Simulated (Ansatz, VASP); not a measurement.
**One calculation of Zr, two programs**

```xyz
2
Lattice="3.2446 0.0000 0.0000 -1.6223 2.8099 0.0000 0.0000 0.0000 5.1574" Properties=species:S:1:pos:R:3 pbc="T T T"
Zr    0.0000    1.8733    1.2893
Zr    1.6223    0.9366    3.8680
```

Alike in both runs: task single point; functional r2SCAN; k mesh 11 × 11 × 6; occupations gaussian, width 0.01 eV; no spin polarisation.

|  | VASP | Ansatz |
| --- | --- | --- |
| version | VASP 6.6.1 | Ansatz 0.2.0 |
| potentials or method | VASP PAW PBE potentials, release 64 (Zr_sv), cutoff 520 eV | plane waves (500 eV) with PAW, scalar-relativistic |
| valence electrons in the cell | 24 | 24 |

```csv
,VASP,Ansatz,Ansatz less VASP
pressure (GPa),-0.2,-0.2,+0.01
"traceless stress, the component that is largest in VASP (GPa)",-0.20,-0.18,+0.020
```

VASP's potentials were made for PBE, not for r2SCAN.
